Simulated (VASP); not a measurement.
# Ge in VASP: single point with LDA

Aim: the single point of Ge with LDA.

Program: VASP 6.6.1. These are calculated values, not measurements. Logs are shortened: lines on timing, memory, paths and dates and some standing lists are left out, and cuts for length are marked.

## Step 1: The cell of the first run

The cell holds a slab with vacuum, 6 atoms: a = 3.975 Å, b = 5.622 Å, c = 19.975 Å, α = 90.00°, β = 90.00°, γ = 90.00°.

## Step 2: Single point, LDA

INCAR reads:

```
ALGO = Normal
EDIFF = 1E-6
ENCUT = 520
GGA = CA
ISIF = 2
ISMEAR = -1
LASPH = True
LCHARG = False
LREAL = False
LWAVE = False
NBANDS = 51
NELM = 60
PREC = Accurate
SIGMA = 0.02
```

KPOINTS reads:

```
k-points
0
Gamma
  8 6 1
```

POSCAR reads:

```
Ge
1.0
    3.9751430018      0.0000000000      0.0000000000
    0.0000000000      5.6217011455      0.0000000000
    0.0000000000      0.0000000000     19.9751000000
Ge
6
Direct
    0.7500000000      0.1187605026      0.4032256546
    0.2500000000      0.8812394974      0.4032256546
    0.2500000000      0.6230132001      0.5000000002
    0.7500000000      0.3769867999      0.5000000002
    0.7500000000      0.1187605026      0.5967743452
    0.2500000000      0.8812394974      0.5967743452
```

Potentials or basis: VASP PAW LDA potentials, release 64 (Ge_d).

Launch:

```console
> cat potpaw_LDA.64/Ge_d/POTCAR > POTCAR
> mpirun -np 1 vasp_std > vasp.out
```

OUTCAR:

```text
EDIFF = 1E-6
   ENCUT = 520
   GGA = CA
   ISIF = 2
   ISMEAR = -1
   LASPH = True
   LREAL = False
   NELM = 60
   PREC = Accurate

 ion  position               nearest neighbor table
   1  0.750  0.119  0.403-   2 2.39   2 2.39   4 2.42
   2  0.250  0.881  0.403-   1 2.39   1 2.39   3 2.42
   3  0.250  0.623  0.500-   6 2.42   2 2.42   4 2.42   4 2.42
   4  0.750  0.377  0.500-   5 2.42   1 2.42   3 2.42   3 2.42
   5  0.750  0.119  0.597-   6 2.39   6 2.39   4 2.42
   6  0.250  0.881  0.597-   5 2.39   5 2.39   3 2.42

  LATTYP: Found a simple orthorhombic cell.
 ALAT       =     3.9751430018
 B/A-ratio  =     1.4142135624
 C/A-ratio  =     5.0250016140

  Lattice vectors:

 A1 = (   3.9751430018,   0.0000000000,   0.0000000000)
 A2 = (   0.0000000000,   5.6217011455,   0.0000000000)
 A3 = (   0.0000000000,   0.0000000000,  19.9751000000)

Analysis of symmetry for initial positions (statically):
=====================================================================
 Subroutine PRICEL returns:
 Original cell was already a primitive cell.

 Routine SETGRP: Setting up the symmetry group for a
 simple orthorhombic supercell.

 Subroutine GETGRP returns: Found  8 space group operations
 (whereof  4 operations were pure point group operations)
 out of a pool of  8 trial point group operations.

The static configuration has the point symmetry C_2h.
 The point group associated with its full space group is D_2h.

Analysis of symmetry for dynamics (positions and initial velocities):
=====================================================================
 Subroutine PRICEL returns:
 Original cell was already a primitive cell.

 Routine SETGRP: Setting up the symmetry group for a
 simple orthorhombic supercell.

 Subroutine GETGRP returns: Found  8 space group operations
 (whereof  4 operations were pure point group operations)
 out of a pool of  8 trial point group operations.

The dynamic configuration has the point symmetry C_2h.
 The point group associated with its full space group is D_2h.

 Subroutine INISYM returns: Found  8 space group operations
 (whereof  4 operations are pure point group operations),
 and found     1 'primitive' translations

----------------------------------------------------------------------------------------

                                     Primitive cell

  volume of cell :     446.3849

  direct lattice vectors                    reciprocal lattice vectors
     3.975143002  0.000000000  0.000000000     0.251563277  0.000000000  0.000000000
     0.000000000  5.621701146  0.000000000     0.000000000  0.177882099  0.000000000
     0.000000000  0.000000000 19.975100000     0.000000000  0.000000000  0.050062328

  length of vectors
     3.975143002  5.621701146 19.975100000     0.251563277  0.177882099  0.050062328

  position of ions in fractional coordinates (direct lattice)
     0.750000000  0.118760503  0.403225655
     0.250000000  0.881239497  0.403225655
     0.250000000  0.623013200  0.500000000
     0.750000000  0.376986800  0.500000000
     0.750000000  0.118760503  0.596774345
     0.250000000  0.881239497  0.596774345

  ion indices of the primitive-cell ions
   primitive index   ion index
                 1           1
                 2           2
                 3           3
                 4           4
                 5           5
                 6           6

----------------------------------------------------------------------------------------

 KPOINTS: k-points

Automatic generation of k-mesh.
 Grid dimensions read from file:
 generate k-points for:    8    6    1

 Generating k-lattice:

  Cartesian coordinates                     Fractional coordinates (reciprocal lattice)
     0.031445410  0.000000000  0.000000000     0.125000000  0.000000000  0.000000000
     0.000000000  0.029647017  0.000000000     0.000000000  0.166666667  0.000000000
     0.000000000  0.000000000  0.050062328     0.000000000  0.000000000  1.000000000

  Length of vectors
     0.031445410  0.029647017  0.050062328

  Shift w.r.t. Gamma in fractional coordinates (k-lattice)
     0.000000000  0.000000000  0.000000000

 Subroutine IBZKPT returns following result:
 ===========================================

 Found     20 irreducible k-points:

 Following reciprocal coordinates:
            Coordinates               Weight
  0.000000  0.000000  0.000000      1.000000
  0.125000  0.000000  0.000000      2.000000
  0.250000  0.000000  0.000000      2.000000
  0.375000  0.000000  0.000000      2.000000
  0.500000  0.000000  0.000000      1.000000
  0.000000  0.166667  0.000000      2.000000
[... 12 lines left out ...]
  0.375000  0.500000  0.000000      2.000000
  0.500000  0.500000  0.000000      1.000000
   k-points           NKPTS =     20   k-points in BZ     NKDIM =     20   number of bands    NBANDS=     51
   number of dos      NEDOS =    301   number of ions     NIONS =      6
   total plane-waves  NPLWV = 189000
   dimension x,y,z NGX =    30 NGY =   42 NGZ =  150
   dimension x,y,z NGXF=    60 NGYF=   84 NGZF=  300
   ions per type =               6
   NGX,Y,Z   is equivalent  to a cutoff of  12.55, 12.42, 12.48 a.u.
   NGXF,Y,Z  is equivalent  to a cutoff of  25.09, 24.84, 24.97 a.u.
 SYSTEM =  unknown system
   PREC   = accura    normal or accurate (medium, high low for compatibility)
   ISTART =      0    job   : 0-new  1-cont  2-samecut
   ICHARG =      2    charge: 1-file 2-atom 10-const
   ISPIN  =      1    spin polarized calculation?
   LNONCOLLINEAR =      F non collinear calculations
   LSORBIT =      F    spin-orbit coupling
   LASPH  =      T    aspherical Exc in radial PAW
   ENCUT  =  520.0 eV  38.22 Ry    6.18 a.u.   7.39 10.45 37.14*2*pi/ulx,y,z
   NELM   =     60;   NELMIN=  2; NELMDL= -5     # of ELM steps
   EDIFF  = 0.1E-05   stopping-criterion for ELM
   LREAL  =      F    real-space projection
   EDIFFG = 0.1E-04   stopping-criterion for IOM
   NSW    =      0    number of steps for IOM
   IBRION =     -1    ionic relax: 0-MD 1-quasi-New 2-CG
   NFREE  =      0    steps in history (QN), initial steepest desc. (CG)
   ISIF   =      2    stress and relaxation
   ISYM   =      2    0-nonsym 1-usesym 2-fastsym
   POTIM  = 0.5000    time-step for ionic-motion
   TEBEG  =    0.0;   TEEND  =   0.0 temperature during run
   PSTRESS=    0.0 pullay stress
   NELECT =      84.0000    total number of electrons
   NUPDOWN=      -1.0000    fix difference up-down
   EMIN   =  10.00;   EMAX   =-10.00  energy-range for DOS
   EFERMI =   0.00;   METHOD = LEGACY
   ISMEAR =    -1;   SIGMA  =   0.02  broadening in eV -4-tet -1-fermi 0-gaus
   EFERMI_NEDOS =   21; number of points for ismear=-14 and -15
   IALGO  =     38    algorithm
   IMIX   =      4    mixing-type and parameters
     AMIX     =   0.40;   BMIX     =  1.00
     AMIX_MAG =   1.60;   BMIX_MAG =  1.00
  volume/ion in A,a.u.               =      74.40       502.06
  Fermi-wavevector in a.u.,A,eV,Ry     =   0.938134  1.772816 11.974419  0.880095
  Thomas-Fermi vector in A             =   2.065315
   LORBIT       =      0    0 simple, 1 ext, 2 COOP (PROOUT), +10 PAW based schemes
   GGA     = CA    functional components
   LHFCALC =     F    Hartree Fock is set to
   AEXX    =    0.0000 exact exchange contribution
   IVDW    =     0    specifies the selected vdW correction
   LEPSILON=     F    determine dielectric tensor
   LRPA    =     F    only Hartree local field effects (RPA)
 non-spin polarized calculation
  energy-cutoff  :      520.00
  volume of cell :      446.38
 maximum number of plane-waves:     12053
 NGX is ok and might be reduce to    30
   NGX = 15   NGY = 21   NGZ = 75

 number of electron      83.9999938 magnetization

 Free energy of the ion-electron system (eV)
  ---------------------------------------------------
  ext. energy  EPLUGINS =         0.00000000
  ---------------------------------------------------
  free energy    TOTEN  =       -27.54659644 eV

  energy without entropy =      -27.53985180  energy(sigma->0) =      -27.54322412

 E-fermi :  -2.0083     XC(G=0):  -3.9199

 val. band max:       -2.0130188829   @ k =   0.2500   0.3333   0.0000
 cond. band min:      -2.0037381818   @ k =   0.1250   0.3333   0.0000
 fundamental gap:      0.0092807011
 Fermi energy:        -2.0083274972

 k-point     1 :       0.0000    0.0000    0.0000
  band No.  band energies     occupation
      1     -26.7568      2.00000
      2     -26.7524      2.00000
      3     -26.7421      2.00000
      4     -26.7034      2.00000
      5     -26.6893      2.00000
      6     -26.6541      2.00000
[... 43 lines left out ...]
     50       2.4452      0.00000
     51       2.4864      0.00000

 k-point     2 :       0.1250    0.0000    0.0000
  band No.  band energies     occupation
      1     -26.7564      2.00000
      2     -26.7521      2.00000
      3     -26.7486      2.00000
      4     -26.7125      2.00000
      5     -26.6842      2.00000
      6     -26.6463      2.00000
[... 43 lines left out ...]
     50       2.0526      0.00000
     51       2.6052      0.00000

 k-point     3 :       0.2500    0.0000    0.0000
  band No.  band energies     occupation
      1     -26.7575      2.00000
      2     -26.7551      2.00000
      3     -26.7519      2.00000
      4     -26.7265      2.00000
      5     -26.6770      2.00000
      6     -26.6446      2.00000
[... 43 lines left out ...]
     50       2.7251      0.00000
     51       3.0369      0.00000
[... 811 lines left out ...]
 k-point    19 :       0.3750    0.5000    0.0000
  band No.  band energies     occupation
      1     -26.7609      2.00000
      2     -26.7546      2.00000
      3     -26.7484      2.00000
      4     -26.7479      2.00000
      5     -26.6420      2.00000
      6     -26.6398      2.00000
[... 43 lines left out ...]
     50       3.2184      0.00000
     51       3.3013      0.00000

 k-point    20 :       0.5000    0.5000    0.0000
  band No.  band energies     occupation
      1     -26.7586      2.00000
      2     -26.7586      2.00000
      3     -26.7503      2.00000
      4     -26.7503      2.00000
      5     -26.6356      2.00000
      6     -26.6356      2.00000
[... 43 lines left out ...]
     50       2.7757      0.00000
     51       3.8698      0.00000

------------------------ aborting loop because EDIFF is reached ----------------------------------------

  FORCE on cell =-STRESS in cart. coord.  units (eV):
  Direction    XX          YY          ZZ          XY          YZ          ZX
  --------------------------------------------------------------------------------------
  -------------------------------------------------------------------------------------
  Total        0.6473854      1.2727287      0.0122962     -0.0000000      0.0000000      0.0000000
  in kB        2.3236142      4.5681141      0.0441338     -0.0000000      0.0000000      0.0000000
  external PRESSURE =       2.3119540 kB  Pullay stress =       0.0000000 kB

 VOLUME and BASIS-vectors are now :
 -----------------------------------------------------------------------------
  energy-cutoff  :      520.00
  volume of cell :      446.38
      direct lattice vectors                 reciprocal lattice vectors
     3.975143002  0.000000000  0.000000000     0.251563277  0.000000000  0.000000000
     0.000000000  5.621701146  0.000000000     0.000000000  0.177882099  0.000000000
     0.000000000  0.000000000 19.975100000     0.000000000  0.000000000  0.050062328

 POSITION                                       TOTAL-FORCE (eV/Angst)
 -----------------------------------------------------------------------------------
      2.98136      0.66764      8.05447        -0.000000      0.009340     -0.012624
      0.99379      4.95407      8.05447        -0.000000     -0.009340     -0.012624
      0.99379      3.50239      9.98755         0.000000      0.007014     -0.000000
      2.98136      2.11931      9.98755        -0.000000     -0.007014     -0.000000
      2.98136      0.66764     11.92063         0.000000      0.009340      0.012624
      0.99379      4.95407     11.92063         0.000000     -0.009340      0.012624
 -----------------------------------------------------------------------------------
    total drift:                                0.000000      0.000000     -0.000000

  FREE ENERGIE OF THE ION-ELECTRON SYSTEM (eV)
  ---------------------------------------------------
  free  energy   TOTEN  =       -27.5465964380 eV

  energy  without entropy=      -27.5398517961  energy(sigma->0) =      -27.54322412
```

Wall time 22 min (1 thread of Intel Xeon 8259CL, shared host); peak memory 0.54 GiB.

What came out:

```
Free energy            : -27.5466 eV
Largest force          : 0.016 eV/Å
Band gap on the k mesh : zero (bands 42 and 43 overlap by 0.31 eV)
```

Forces in eV/Å, atoms in the order of the input:
```
Ge   0.000  0.009 -0.013
Ge   0.000 -0.009 -0.013
Ge   0.000  0.007  0.000
Ge   0.000 -0.007  0.000
Ge   0.000  0.009  0.013
Ge   0.000 -0.009  0.013
```

Levels at points of the mesh, in eV from the Fermi level:
| k point | band 39 | band 40 | band 41 | band 42 | band 43 | band 44 | band 45 | band 46 |
| --- | --- | --- | --- | --- | --- | --- | --- | --- |
| (0.00, 0.00, 0.00) | -1.73 | -1.21 | -0.73 | -0.14 | 0.48 | 1.30 | 1.90 | 2.29 |
| (0.50, 0.00, 0.00) | -2.37 | -2.37 | -0.86 | -0.86 | 0.42 | 0.42 | 2.23 | 2.23 |
| (0.00, 0.50, 0.00) | -1.54 | -1.15 | -0.98 | -0.40 | 0.07 | 0.50 | 1.82 | 2.01 |
| (0.50, 0.50, 0.00) | -2.58 | -2.58 | -0.85 | -0.85 | 0.61 | 0.61 | 3.08 | 3.08 |

Caveat: there is no dipole correction, which matters where the two faces differ.
